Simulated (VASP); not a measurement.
Set up this calculation in VASP 6.6.1, as the native input.

```yaml
Task: single point
Functional: RPBE
Potentials_or_basis: VASP PAW PBE potentials, release 64 (Hg)
Cutoff: 520 eV
k_mesh: 9 × 9 × 9
Occupations: fermi-dirac, width 0.1 eV
Spin: no spin polarisation
Dipole_correction: no
Further_INCAR_settings: ALGO = Normal; EDIFF = 1e-07; NBANDS = 12
```

The structure of Hg lies in POSCAR:

```
Hg
1.0
   -2.9542092598      2.9542092598      2.9542092598
    2.9542092598     -2.9542092598      2.9542092598
    2.9542092598      2.9542092598     -2.9542092598
Hg
1
Direct
    0.0000000000      0.0000000000      0.0000000000
```

These files were run (other wordings do the same):

INCAR

```
PREC = Accurate ; ENCUT = 520
EDIFF = 1E-7 ; ISMEAR = -1
SIGMA = 0.1 ; LREAL = False
LASPH = True ; NELM = 60
ALGO = Normal ; ISIF = 2
LWAVE = False ; LCHARG = True
GGA = RP ; LELF = True
LVHAR = True ; NBANDS = 12
```

KPOINTS

```
regular mesh
0
Gamma
  9 9 9
```

Potentials or basis: VASP PAW PBE potentials, release 64 (Hg).

Launch:

```console
$ cat potpaw_PBE.64/Hg/POTCAR > POTCAR
$ mpirun -np 1 vasp_std > vasp.out
```

Results of the run:

The pressure is 0.0 GPa. The band gap on the k mesh is 4.15 eV, indirect (least direct gap 4.49 eV).

Caveat: the PAW data sets were made with another functional, which shifts forces and pressure a little; spin-orbit coupling is left out, which moves the levels of the heavy elements.

Run time: 20 s on 1 thread of AMD EPYC 9R45 96-Core Processor (Zen 5), on a shared host, peak memory 0.21 GiB.
